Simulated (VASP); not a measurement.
# LiF (P6_3/mmc) in VASP: G0W0 quasiparticle levels with PBE

Aim: the G0W0 quasiparticle levels of LiF with PBE.

All numbers are computed with VASP 6.6.1; they aren't measurements. Logs are shortened: lines on timing, memory, paths and dates and some standing lists are left out, and cuts for length are marked.

## Step 1: The cell of the first run

It takes space group P6_3/mmc (No. 194, hexagonal). Conventional cell: a = 3.280 Å, b = 3.280 Å, c = 4.000 Å, α = 90.00°, β = 90.00°, γ = 120.00°. Within 2.5 Å of Li (site symmetry -6m2) lie 5 F at 1.89 to 2.00 Å. F (site symmetry -6m2) has 5 Li at 1.89 to 2.00 Å within 2.5 Å.

## Step 2: G0W0 quasiparticle levels, PBE

Contents of POSCAR:

```
LiF
1.0
    3.2800798956      0.0000000000      0.0000000000
   -1.6400399478      2.8406325161      0.0000000000
    0.0000000000      0.0000000000      3.9995958192
Li F
2 2
Direct
    0.3333333333      0.6666666667      0.2500000000
    0.6666666667      0.3333333333      0.7500000000
    0.6666666667      0.3333333333      0.2500000000
    0.3333333333      0.6666666667      0.7500000000
```

Contents of INCAR.step1:

```
PREC = Accurate ; ENCUT = 500
EDIFF = 1E-8 ; ISMEAR = 0
SIGMA = 0.01 ; LREAL = F
LASPH = T ; NELM = 60
ALGO = Normal ; LWAVE = T
LCHARG = F ; GGA = PE
```

Contents of INCAR.step2:

```
PREC = Accurate ; ENCUT = 500
EDIFF = 1E-8 ; ISMEAR = 0
SIGMA = 0.01 ; LREAL = F
LASPH = T ; NELM = 1
ALGO = Exact ; LWAVE = T
LCHARG = F ; GGA = PE
NBANDS = 148 ; LOPTICS = T
ISTART = 1
```

Contents of INCAR.step3:

```
PREC = Accurate ; ENCUT = 500
EDIFF = 1E-8 ; ISMEAR = 0
SIGMA = 0.01 ; LREAL = F
LASPH = T ; ALGO = EVGW0
LWAVE = F ; LCHARG = F
GGA = PE ; NELMGW = 1
NBANDS = 148 ; ENCUTGW = 140.0
NOMEGA = 96 ; PRECFOCK = Fast
ISTART = 1 ; NBANDSGW = 16
OMEGAMAX = 20
```

Contents of KPOINTS:

```
Automatic mesh
0
Gamma
  6 6 4
```

Potentials or basis: VASP PAW PBE potentials, release 64 (Li_GW, F_GW).

Command:

```bash
cat potpaw_PBE.64/Li_GW/POTCAR potpaw_PBE.64/F_GW/POTCAR > POTCAR
cp INCAR.step1 INCAR
mpirun -np 1 vasp_std > vasp.out
cp INCAR.step2 INCAR
mpirun -np 1 vasp_std > vasp.out
cp INCAR.step3 INCAR
mpirun -np 1 vasp_std > vasp.out
```

OUTCAR:

```text
PREC = Accurate
   ENCUT = 500
   EDIFF = 1E-8
   ISMEAR = 0
   LREAL = F
   LASPH = T
   GGA = PE
   NELMGW = 1
   ENCUTGW = 140.0
   PRECFOCK = Fast
   ISTART = 1

 ion  position               nearest neighbor table
   1  0.333  0.667  0.250-   3 1.89   3 1.89   3 1.89   4 2.00   4 2.00   2 2.75   2 2.75   2 2.75
                             2 2.75   2 2.75   2 2.75
   2  0.667  0.333  0.750-   4 1.89   4 1.89   4 1.89   3 2.00   3 2.00   1 2.75   1 2.75   1 2.75
                             1 2.75   1 2.75   1 2.75
   3  0.667  0.333  0.250-   1 1.89   1 1.89   1 1.89   2 2.00   2 2.00
   4  0.333  0.667  0.750-   2 1.89   2 1.89   2 1.89   1 2.00   1 2.00

  LATTYP: Found a hexagonal cell.
 ALAT       =     3.2800798956
 C/A-ratio  =     1.2193592676

  Lattice vectors:

 A1 = (   3.2800798956,   0.0000000000,   0.0000000000)
 A2 = (  -1.6400399478,   2.8406325161,   0.0000000000)
 A3 = (   0.0000000000,   0.0000000000,   3.9995958192)

Analysis of symmetry for initial positions (statically):
=====================================================================
 Subroutine PRICEL returns:
 Original cell was already a primitive cell.

 Routine SETGRP: Setting up the symmetry group for a
 hexagonal supercell.

 Subroutine GETGRP returns: Found 24 space group operations
 (whereof 12 operations were pure point group operations)
 out of a pool of 24 trial point group operations.

The static configuration has the point symmetry D_3d.
 The point group associated with its full space group is D_6h.

Analysis of symmetry for dynamics (positions and initial velocities):
=====================================================================
 Subroutine PRICEL returns:
 Original cell was already a primitive cell.

 Routine SETGRP: Setting up the symmetry group for a
 hexagonal supercell.

 Subroutine GETGRP returns: Found 24 space group operations
 (whereof 12 operations were pure point group operations)
 out of a pool of 24 trial point group operations.

The dynamic configuration has the point symmetry D_3d.
 The point group associated with its full space group is D_6h.

 Subroutine INISYM returns: Found 24 space group operations
 (whereof 12 operations are pure point group operations),
 and found     1 'primitive' translations

----------------------------------------------------------------------------------------

                                     Primitive cell

  volume of cell :      37.2662

  direct lattice vectors                    reciprocal lattice vectors
     3.280079896  0.000000000  0.000000000     0.304870623  0.176017136  0.000000000
    -1.640039948  2.840632516  0.000000000     0.000000000  0.352034272  0.000000000
     0.000000000  0.000000000  3.999595819     0.000000000  0.000000000  0.250025264

  length of vectors
     3.280079896  3.280079896  3.999595819     0.352034272  0.352034272  0.250025264

  position of ions in fractional coordinates (direct lattice)
     0.333333333  0.666666667  0.250000000
     0.666666667  0.333333333  0.750000000
     0.666666667  0.333333333  0.250000000
     0.333333333  0.666666667  0.750000000

  ion indices of the primitive-cell ions
   primitive index   ion index
                 1           1
                 2           2
                 3           3
                 4           4

----------------------------------------------------------------------------------------

 KPOINTS: Automatic mesh

Automatic generation of k-mesh.
 Grid dimensions read from file:
 generate k-points for:    6    6    4

 Generating k-lattice:

  Cartesian coordinates                     Fractional coordinates (reciprocal lattice)
     0.050811770  0.029336189  0.000000000     0.166666667 -0.000000000  0.000000000
     0.000000000  0.058672379  0.000000000     0.000000000  0.166666667  0.000000000
     0.000000000  0.000000000  0.062506316     0.000000000  0.000000000  0.250000000

  Length of vectors
     0.058672379  0.058672379  0.062506316

  Shift w.r.t. Gamma in fractional coordinates (k-lattice)
     0.000000000  0.000000000  0.000000000

 Subroutine IBZKPT returns following result:
 ===========================================

 Found     21 irreducible k-points:

 Following reciprocal coordinates:
            Coordinates               Weight
  0.000000  0.000000  0.000000      1.000000
  0.166667  0.000000  0.000000      6.000000
  0.333333  0.000000  0.000000      6.000000
  0.500000  0.000000  0.000000      3.000000
  0.166667  0.166667  0.000000      6.000000
  0.333333  0.166667  0.000000     12.000000
[... 13 lines left out ...]
  0.333333  0.166667  0.500000     12.000000
  0.333333  0.333333  0.500000      2.000000
   k-points           NKPTS =     21   k-points in BZ     NKDIM =    144   number of bands    NBANDS=    148
   number of dos      NEDOS =    301   number of ions     NIONS =      4
   total plane-waves  NPLWV =  17280
   dimension x,y,z NGX =    24 NGY =   24 NGZ =   30
   dimension x,y,z NGXF=    48 NGYF=   48 NGZF=   60
   ions per type =               2   2
   NGX,Y,Z   is equivalent  to a cutoff of  12.16, 12.16, 12.47 a.u.
   NGXF,Y,Z  is equivalent  to a cutoff of  24.33, 24.33, 24.94 a.u.
 SYSTEM =  unknown system
   PREC   = accura    normal or accurate (medium, high low for compatibility)
   ISTART =      1    job   : 0-new  1-cont  2-samecut
   ICHARG =      0    charge: 1-file 2-atom 10-const
   ISPIN  =      1    spin polarized calculation?
   LNONCOLLINEAR =      F non collinear calculations
   LSORBIT =      F    spin-orbit coupling
   LASPH  =      T    aspherical Exc in radial PAW
   ENCUT  =  500.0 eV  36.75 Ry    6.06 a.u.   5.98  5.98  7.29*2*pi/ulx,y,z
   NELM   =     60;   NELMIN=  2; NELMDL=  0     # of ELM steps
   EDIFF  = 0.1E-07   stopping-criterion for ELM
   LREAL  =      F    real-space projection
   EDIFFG = 0.1E-06   stopping-criterion for IOM
   NSW    =      0    number of steps for IOM
   IBRION =     -1    ionic relax: 0-MD 1-quasi-New 2-CG
   NFREE  =      0    steps in history (QN), initial steepest desc. (CG)
   ISIF   =      0    stress and relaxation
   ISYM   =      3    0-nonsym 1-usesym 2-fastsym
   POTIM  = 0.5000    time-step for ionic-motion
   TEBEG  =    0.0;   TEEND  =   0.0 temperature during run
   PSTRESS=    0.0 pullay stress
   NELECT =      16.0000    total number of electrons
   NUPDOWN=      -1.0000    fix difference up-down
   EMIN   =  10.00;   EMAX   =-10.00  energy-range for DOS
   EFERMI =   0.00;   METHOD = LEGACY
   ISMEAR =     0;   SIGMA  =   0.01  broadening in eV -4-tet -1-fermi 0-gaus
   EFERMI_NEDOS =   21; number of points for ismear=-14 and -15
   IALGO  =     38    algorithm
   IMIX   =      4    mixing-type and parameters
     AMIX     =   0.40;   BMIX     =  1.00
     AMIX_MAG =   1.60;   BMIX_MAG =  1.00
  volume/ion in A,a.u.               =       9.32        62.87
  Fermi-wavevector in a.u.,A,eV,Ry     =   1.235027  2.333862 20.752839  1.525291
  Thomas-Fermi vector in A             =   2.369693
   LORBIT       =      0    0 simple, 1 ext, 2 COOP (PROOUT), +10 PAW based schemes
   GGA     = PE    functional components
   LHFCALC =     T    Hartree Fock is set to
   PRECFOCK=fast      Normal, Fast or Accurate (Low or Medium for compatibility)
   ENCUT4O =  -1.0   cutoff for four orbital integrals eV
   NKREDX  =     1    reduce k-point grid by
   NKREDY  =     1    reduce k-point grid by
   NKREDZ  =     1    reduce k-point grid by
   AEXX    =    1.0000 exact exchange contribution
   HFSCREEN=    0.0000 screening length (either q_TF or 0.3 A-1)
   HFSCREENC=   0.0000 screening length for correlation (either q_TF or 0.3 A-1)
   ENCUTFOCK=  -1.0 apply spherical cutoff to Coloumb kernel
   IVDW    =     0    specifies the selected vdW correction
   LEPSILON=     F    determine dielectric tensor
   LRPA    =     F    only Hartree local field effects (RPA)
   LRPAFORCE           =     F    calculate RPA forces
   ENCUTGW             = 140.0    cutoff for response function in eV
   ENCUTGWSOFT         = 112.0    soft cutoff for Coulomb kernel in GW response function in eV
   ENCUTLF             =  -1.0    cutoff for local field effects
   NELMGW              =     1    number of iterations in solving QP/BSE equation
   NELMHF              =     1    number of iterations in the inner HF iteration
   NKREDLFX            =     1    NKREDLFY  =   1   NKREDLFZ  =   1
 non-spin polarized calculation
 Gauss-broadening in eV      SIGMA  =   0.01
  energy-cutoff  :      500.00
  volume of cell :       37.27
 maximum number of plane-waves:       966
 NGX is ok and might be reduce to    24
  NGX = 14; NGY = 14; NGZ = 18
   NGX = 11   NGY = 11   NGZ = 15
 maximum number of plane-waves:       152
 NGX is ok and might be reduce to    14

 QP shifts <psi_nk| G(iteration)W_0 |psi_nk>: iteration 1
 for sc-GW calculations column KS-energies equals QP-energies in previous step
 and V_xc(KS)=  KS-energies - (<T + V_ion + V_H > + <T+V_H+V_ion>^1  + <V_x>^1)

 k-point   1 :       0.0000    0.0000    0.0000
  band No.  KS-energies  QP-energies   sigma(KS)   V_xc(KS)     V^pw_x(r,r')   Z            occupation Imag(sigma)

      1     -23.6592     -27.8873     -28.1846     -22.5094     -36.6933       0.7450       2.0000       0.9017
      2     -22.9536     -27.1674     -29.0137     -23.4283     -37.5125       0.7545       2.0000       0.8259
      3      -6.6003      -9.8170     -22.7060     -18.7080     -26.9443       0.8046       2.0000       0.0510
      4      -4.9801      -7.9383     -24.9757     -21.3215     -29.3700       0.8095       2.0000       0.0414
      5      -4.9801      -7.9383     -24.9757     -21.3215     -29.3700       0.8095       2.0000       0.0414
      6      -4.1816      -6.9923     -25.8532     -22.3959     -30.2680       0.8130       2.0000       0.0385
[... 8 lines left out ...]
     15      14.5129      16.9962      -6.5760      -9.4160      -3.3513       0.8744       0.0000      -0.0437
     16      20.3569      22.0834      -5.7579      -7.6557      -2.1712       0.9097       0.0000      -0.3153

 k-point   2 :       0.1667    0.0000    0.0000
  band No.  KS-energies  QP-energies   sigma(KS)   V_xc(KS)     V^pw_x(r,r')   Z            occupation Imag(sigma)

      1     -23.6132     -27.8430     -28.2494     -22.5834     -36.7591       0.7465       2.0000       0.8974
      2     -22.9936     -27.2077     -28.9770     -23.3915     -37.4793       0.7545       2.0000       0.8303
      3      -6.4075      -9.6007     -22.9268     -18.9672     -27.1761       0.8064       2.0000       0.0499
      4      -5.1631      -8.1681     -24.5545     -20.8434     -28.8901       0.8097       2.0000       0.0419
      5      -5.1481      -8.1344     -24.6929     -21.0032     -29.0587       0.8094       2.0000       0.0422
      6      -4.4046      -7.2763     -25.3379     -21.8071     -29.6841       0.8133       2.0000       0.0384
[... 8 lines left out ...]
     15      15.2026      17.5936      -5.9295      -8.6574      -2.6552       0.8765       0.0000      -0.0470
     16      17.3956      19.5424      -6.2708      -8.7548      -2.7950       0.8642       0.0000      -0.0793
[... 348 lines left out ...]
      5      -5.1512      -8.1570     -24.3669     -20.6607     -28.6662       0.8110       2.0000       0.0416
      6      -5.1512      -8.1570     -24.3669     -20.6607     -28.6662       0.8110       2.0000       0.0416
[... 8 lines left out ...]
     15      16.2061      18.5246      -5.4912      -8.1346      -2.1596       0.8771       0.0000      -0.0530
     16      16.2061      18.5246      -5.4912      -8.1346      -2.1596       0.8771       0.0000      -0.0530

 k-point  21 :       0.3333    0.3333    0.5000
  band No.  KS-energies  QP-energies   sigma(KS)   V_xc(KS)     V^pw_x(r,r')   Z            occupation Imag(sigma)

      1     -23.3080     -27.5303     -28.6416     -23.0310     -37.1548       0.7526       2.0000       0.8689
      2     -23.3080     -27.5303     -28.6416     -23.0310     -37.1548       0.7526       2.0000       0.8689
      3      -5.6891      -8.8252     -24.0065     -20.1220     -28.3493       0.8073       2.0000       0.0452
      4      -5.6891      -8.8252     -24.0065     -20.1220     -28.3493       0.8073       2.0000       0.0452
      5      -5.5332      -8.6135     -23.5395     -19.7389     -27.7333       0.8105       2.0000       0.0430
      6      -5.5332      -8.6135     -23.5395     -19.7389     -27.7333       0.8105       2.0000       0.0430
[... 8 lines left out ...]
     15      16.8628      19.2815      -5.0195      -7.7748      -1.6612       0.8779       0.0000      -0.0557
     16      16.8628      19.2815      -5.0195      -7.7748      -1.6612       0.8779       0.0000      -0.0557
```

Run time: 9 min. Hardware: 1 thread of AMD EPYC 9R45 (Zen 5), shared host; peak memory 0.63 GiB.

What came out:

* Quasiparticle gap: 11.90 eV
* Least direct quasiparticle gap: 11.90 eV
* Band gap of the starting levels on the mesh: 7.80 eV
* Least direct gap of the starting levels on the mesh: 7.80 eV

Caveat: the k points lie up to 0.39 Å⁻¹ apart; bands, screening cutoff and mesh are small and nothing is extrapolated, so the quasiparticle values aren't converged.
